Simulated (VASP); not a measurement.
# NaCl (I-4m2) in VASP: further runs

The runs below take NaCl through single point, relaxation of cell and atoms, with PBE.

Program: VASP 6.6.1. These are calculated values, not measurements. Logs are shortened: lines on timing, memory, paths and dates and some standing lists are left out, and cuts for length are marked.

### 1 The cell of the first run

The structure is tetragonal, space group I-4m2 (No. 119). The conventional cell has a = 4.439 Å, b = 4.439 Å, c = 6.209 Å, α = 90.00°, β = 90.00°, γ = 90.00°. Na (site symmetry -4m2) has 4 Cl at 2.71 Å within 3.6 Å. Within 3.6 Å of Cl (site symmetry -4m2) lie 4 Na at 2.71 Å.

The cell was generated, and may not be a known phase.

### 2 Single point, PBE

INCAR reads:

```
PREC = Accurate ; ENCUT = 520
EDIFF = 1E-7 ; ISMEAR = 0
SIGMA = 0.02 ; LREAL = F
LASPH = T ; NELM = 60
ALGO = Normal ; ISIF = 2
LWAVE = F ; LCHARG = F
GGA = PE ; NBANDS = 14
```

KPOINTS reads:

```
regular mesh
0
Gamma
  8 8 8
```

POSCAR reads:

```
NaCl
1.0
   -2.2193421364      2.2193421364      3.1043318560
    2.2193421364     -2.2193421364      3.1043318560
    2.2193421364      2.2193421364     -3.1043318560
Na Cl
1 1
Direct
    0.0000000000      0.0000000000      0.0000000000
    0.2500000000      0.7500000000      0.5000000000
```

Potentials or basis: VASP PAW PBE potentials, release 64 (Na_pv, Cl).

Run with:

```sh
cat potpaw_PBE.64/Na_pv/POTCAR potpaw_PBE.64/Cl/POTCAR > POTCAR
mpirun -np 1 vasp_std > vasp.out
```

OUTCAR:

```text
PREC = Accurate
   ENCUT = 520
   EDIFF = 1E-7
   ISMEAR = 0
   LREAL = F
   LASPH = T
   NELM = 60
   ISIF = 2
   GGA = PE

 ion  position               nearest neighbor table
   1  0.000  0.000  0.000-   2 2.71   2 2.71   2 2.71   2 2.71
   2  0.250  0.750  0.500-   1 2.71   1 2.71   1 2.71   1 2.71

  LATTYP: Found a body centered tetragonal cell.
 ALAT       =     4.4386842728
 C/A-ratio  =     1.3987621850

  Lattice vectors:

 A1 = (  -2.2193421364,   2.2193421364,   3.1043318560)
 A2 = (   2.2193421364,  -2.2193421364,   3.1043318560)
 A3 = (   2.2193421364,   2.2193421364,  -3.1043318560)

Analysis of symmetry for initial positions (statically):
=====================================================================
 Subroutine PRICEL returns:
 Original cell was already a primitive cell.

 Routine SETGRP: Setting up the symmetry group for a
 body centered tetragonal supercell.

 Subroutine GETGRP returns: Found  8 space group operations
 (whereof  8 operations were pure point group operations)
 out of a pool of 16 trial point group operations.

The static configuration has the point symmetry D_2d.

Analysis of symmetry for dynamics (positions and initial velocities):
=====================================================================
 Subroutine PRICEL returns:
 Original cell was already a primitive cell.

 Routine SETGRP: Setting up the symmetry group for a
 body centered tetragonal supercell.

 Subroutine GETGRP returns: Found  8 space group operations
 (whereof  8 operations were pure point group operations)
 out of a pool of 16 trial point group operations.

The dynamic configuration has the point symmetry D_2d.

 Subroutine INISYM returns: Found  8 space group operations
 (whereof  8 operations are pure point group operations),
 and found     1 'primitive' translations

----------------------------------------------------------------------------------------

                                     Primitive cell

  volume of cell :      61.1613

  direct lattice vectors                    reciprocal lattice vectors
    -2.219342136  2.219342136  3.104331856     0.000000000  0.225291987  0.161065254
     2.219342136 -2.219342136  3.104331856     0.225291987  0.000000000  0.161065254
     2.219342136  2.219342136 -3.104331856     0.225291987  0.225291987  0.000000000

  length of vectors
     4.414502838  4.414502838  4.414502838     0.276944932  0.276944932  0.318610984

  position of ions in fractional coordinates (direct lattice)
     0.000000000  0.000000000  0.000000000
     0.250000000  0.750000000  0.500000000

  ion indices of the primitive-cell ions
   primitive index   ion index
                 1           1
                 2           2

----------------------------------------------------------------------------------------

 KPOINTS: regular mesh

Automatic generation of k-mesh.
 Grid dimensions read from file:
 generate k-points for:    8    8    8

 Generating k-lattice:

  Cartesian coordinates                     Fractional coordinates (reciprocal lattice)
     0.000000000  0.028161498  0.020133157     0.125000000  0.000000000 -0.000000000
     0.028161498  0.000000000  0.020133157     0.000000000  0.125000000 -0.000000000
     0.028161498  0.028161498  0.000000000     0.000000000  0.000000000  0.125000000

  Length of vectors
     0.034618117  0.034618117  0.039826373

  Shift w.r.t. Gamma in fractional coordinates (k-lattice)
     0.000000000  0.000000000  0.000000000

 Subroutine IBZKPT returns following result:
 ===========================================

 Found     59 irreducible k-points:

 Following reciprocal coordinates:
            Coordinates               Weight
  0.000000  0.000000  0.000000      1.000000
  0.125000  0.000000  0.000000      8.000000
  0.250000  0.000000  0.000000      8.000000
  0.375000  0.000000 -0.000000      8.000000
  0.500000  0.000000  0.000000      4.000000
  0.125000  0.125000  0.000000      8.000000
[... 16 lines left out ...]
  0.250000  0.125000  0.125000     16.000000
  0.375000  0.125000  0.125000      8.000000
 [... further k-points ...]
   k-points           NKPTS =     59   k-points in BZ     NKDIM =     59   number of bands    NBANDS=     14
   number of dos      NEDOS =    301   number of ions     NIONS =      2
   total plane-waves  NPLWV =  46656
   dimension x,y,z NGX =    36 NGY =   36 NGZ =   36
   dimension x,y,z NGXF=    72 NGYF=   72 NGZF=   72
   ions per type =               1   1
   NGX,Y,Z   is equivalent  to a cutoff of  13.56, 13.56, 13.56 a.u.
   NGXF,Y,Z  is equivalent  to a cutoff of  27.11, 27.11, 27.11 a.u.
 SYSTEM =  unknown system
   PREC   = accura    normal or accurate (medium, high low for compatibility)
   ISTART =      0    job   : 0-new  1-cont  2-samecut
   ICHARG =      2    charge: 1-file 2-atom 10-const
   ISPIN  =      1    spin polarized calculation?
   LNONCOLLINEAR =      F non collinear calculations
   LSORBIT =      F    spin-orbit coupling
   LASPH  =      T    aspherical Exc in radial PAW
   ENCUT  =  520.0 eV  38.22 Ry    6.18 a.u.   8.21  8.21  8.21*2*pi/ulx,y,z
   NELM   =     60;   NELMIN=  2; NELMDL= -5     # of ELM steps
   EDIFF  = 0.1E-06   stopping-criterion for ELM
   LREAL  =      F    real-space projection
   EDIFFG = 0.1E-05   stopping-criterion for IOM
   NSW    =      0    number of steps for IOM
   IBRION =     -1    ionic relax: 0-MD 1-quasi-New 2-CG
   NFREE  =      0    steps in history (QN), initial steepest desc. (CG)
   ISIF   =      2    stress and relaxation
   ISYM   =      2    0-nonsym 1-usesym 2-fastsym
   POTIM  = 0.5000    time-step for ionic-motion
   TEBEG  =    0.0;   TEEND  =   0.0 temperature during run
   PSTRESS=    0.0 pullay stress
   NELECT =      14.0000    total number of electrons
   NUPDOWN=      -1.0000    fix difference up-down
   EMIN   =  10.00;   EMAX   =-10.00  energy-range for DOS
   EFERMI =   0.00;   METHOD = LEGACY
   ISMEAR =     0;   SIGMA  =   0.02  broadening in eV -4-tet -1-fermi 0-gaus
   EFERMI_NEDOS =   21; number of points for ismear=-14 and -15
   IALGO  =     38    algorithm
   IMIX   =      4    mixing-type and parameters
     AMIX     =   0.40;   BMIX     =  1.00
     AMIX_MAG =   1.60;   BMIX_MAG =  1.00
  volume/ion in A,a.u.               =      30.58       206.37
  Fermi-wavevector in a.u.,A,eV,Ry     =   1.001441  1.892449 13.645062  1.002884
  Thomas-Fermi vector in A             =   2.133863
   LORBIT       =      0    0 simple, 1 ext, 2 COOP (PROOUT), +10 PAW based schemes
   GGA     = PE    functional components
   LHFCALC =     F    Hartree Fock is set to
   AEXX    =    0.0000 exact exchange contribution
   IVDW    =     0    specifies the selected vdW correction
   LEPSILON=     F    determine dielectric tensor
   LRPA    =     F    only Hartree local field effects (RPA)
 non-spin polarized calculation
 Gauss-broadening in eV      SIGMA  =   0.02
  energy-cutoff  :      520.00
  volume of cell :       61.16
 maximum number of plane-waves:      1660
 NGX is ok and might be reduce to    36
   NGX = 17   NGY = 17   NGZ = 17

 number of electron      14.0000007 magnetization

 Free energy of the ion-electron system (eV)
  ---------------------------------------------------
  ext. energy  EPLUGINS =         0.00000000
  ---------------------------------------------------
  free energy    TOTEN  =        -6.64298523 eV

  energy without entropy =       -6.64298523  energy(sigma->0) =       -6.64298523

 E-fermi :  -2.4439     XC(G=0):  -6.7155

 val. band max:       -2.5375684731   @ k =   0.0000   0.0000   0.0000
 cond. band min:       2.3044969255   @ k =   0.0000   0.0000   0.0000
 fundamental gap:      4.8420653986
 Fermi energy:        -2.4438969628

 k-point     1 :       0.0000    0.0000    0.0000
  band No.  band energies     occupation
      1     -23.2437      2.00000
      2     -23.2424      2.00000
      3     -23.2424      2.00000
      4     -14.6221      2.00000
      5      -2.5476      2.00000
      6      -2.5476      2.00000
      7      -2.5376      2.00000
      8       2.3045      0.00000
      9       8.5486      0.00000
     10       8.5486      0.00000
     11       8.5721      0.00000
     12      10.2767      0.00000
     13      10.4166      0.00000
     14      12.5971      0.00000

 k-point     2 :       0.1250    0.0000    0.0000
  band No.  band energies     occupation
      1     -23.2449      2.00000
      2     -23.2432      2.00000
      3     -23.2426      2.00000
      4     -14.6036      2.00000
      5      -2.7261      2.00000
      6      -2.5619      2.00000
      7      -2.5533      2.00000
      8       2.6509      0.00000
      9       8.1582      0.00000
     10       8.6383      0.00000
     11       8.6642      0.00000
     12       9.9361      0.00000
     13      10.0435      0.00000
     14      11.9610      0.00000

 k-point     3 :       0.2500    0.0000    0.0000
  band No.  band energies     occupation
      1     -23.2488      2.00000
      2     -23.2438      2.00000
      3     -23.2431      2.00000
      4     -14.5585      2.00000
      5      -3.1027      2.00000
      6      -2.5958      2.00000
      7      -2.5828      2.00000
      8       3.4793      0.00000
      9       7.3770      0.00000
     10       8.4857      0.00000
     11       8.5602      0.00000
     12      10.0858      0.00000
     13      10.1133      0.00000
     14      11.2846      0.00000

 k-point     4 :       0.3750    0.0000   -0.0000
  band No.  band energies     occupation
      1     -23.2530      2.00000
      2     -23.2443      2.00000
      3     -23.2436      2.00000
      4     -14.5129      2.00000
      5      -3.4210      2.00000
      6      -2.6290      2.00000
      7      -2.6117      2.00000
      8       4.3998      0.00000
      9       6.6191      0.00000
     10       8.1240      0.00000
     11       8.2113      0.00000
     12      11.0696      0.00000
     13      11.0998      0.00000
     14      11.2218      0.00000

 k-point     5 :       0.5000    0.0000    0.0000
  band No.  band energies     occupation
      1     -23.2547      2.00000
      2     -23.2445      2.00000
      3     -23.2438      2.00000
      4     -14.4938      2.00000
      5      -3.5408      2.00000
      6      -2.6425      2.00000
      7      -2.6235      2.00000
      8       4.9096      0.00000
      9       6.1952      0.00000
     10       7.9781      0.00000
     11       8.0655      0.00000
[... 276 lines left out ...]
 k-point    22 :       0.1250    0.1250    0.1250
  band No.  band energies     occupation
      1     -23.2503      2.00000
      2     -23.2449      2.00000
      3     -23.2444      2.00000
      4     -14.5254      2.00000
      5      -3.1842      2.00000
      6      -2.7621      2.00000
      7      -2.6353      2.00000
      8       4.0845      0.00000
      9       7.2403      0.00000
     10       7.3919      0.00000
     11       8.9720      0.00000
     12       9.4279      0.00000
     13      11.4401      0.00000
     14      12.6991      0.00000

 k-point    23 :       0.2500    0.1250    0.1250
  band No.  band energies     occupation
      1     -23.2528      2.00000
      2     -23.2459      2.00000
      3     -23.2450      2.00000
      4     -14.4889      2.00000
      5      -3.3347      2.00000
      6      -2.8722      2.00000
      7      -2.6794      2.00000
      8       4.9259      0.00000
      9       6.4978      0.00000
     10       7.3066      0.00000
     11       8.6928      0.00000
     12      10.2042      0.00000
     13      11.9455      0.00000
     14      12.5786      0.00000

 k-point    24 :       0.3750    0.1250    0.1250
  band No.  band energies     occupation
      1     -23.2539      2.00000
      2     -23.2462      2.00000
      3     -23.2452      2.00000
      4     -14.4737      2.00000
      5      -3.3929      2.00000
      6      -2.9119      2.00000
      7      -2.7032      2.00000
      8       5.6748      0.00000
      9       5.7697      0.00000
     10       7.4420      0.00000
     11       8.5496      0.00000
     12      10.6834      0.00000
     13      11.6232      0.00000
     14      12.4486      0.00000

 [... further k-points ...]
[... 5 lines left out ...]
  --------------------------------------------------------------------------------------
  -------------------------------------------------------------------------------------
  Total       -0.0091960     -0.0091960      0.0016761      0.0000000      0.0000000      0.0000000
  in kB       -0.2408990     -0.2408990      0.0439060      0.0000000      0.0000000      0.0000000
  external PRESSURE =      -0.1459640 kB  Pullay stress =       0.0000000 kB

 VOLUME and BASIS-vectors are now :
 -----------------------------------------------------------------------------
  energy-cutoff  :      520.00
  volume of cell :       61.16
      direct lattice vectors                 reciprocal lattice vectors
    -2.219342136  2.219342136  3.104331856     0.000000000  0.225291987  0.161065254
     2.219342136 -2.219342136  3.104331856     0.225291987  0.000000000  0.161065254
     2.219342136  2.219342136 -3.104331856     0.225291987  0.225291987  0.000000000

 POSITION                                       TOTAL-FORCE (eV/Angst)
 -----------------------------------------------------------------------------------
      0.00000      0.00000      0.00000        -0.000000      0.000000     -0.000000
      2.21934      0.00000      1.55217         0.000000     -0.000000      0.000000
 -----------------------------------------------------------------------------------
    total drift:                               -0.000001      0.000001     -0.000000

  FREE ENERGIE OF THE ION-ELECTRON SYSTEM (eV)
  ---------------------------------------------------
  free  energy   TOTEN  =        -6.6429852272 eV

  energy  without entropy=       -6.6429852272  energy(sigma->0) =       -6.64298523
```

Wall time 39 s (1 thread of AMD EPYC 9R45 (Zen 5), shared host); peak memory 0.18 GiB.

What came out:

```yaml
Free_energy: -6.6430 eV
Pressure: 0.0 GPa
Band_gap_on_the_k_mesh: 4.84 eV
```

(Part 1 of 2 ends here.)
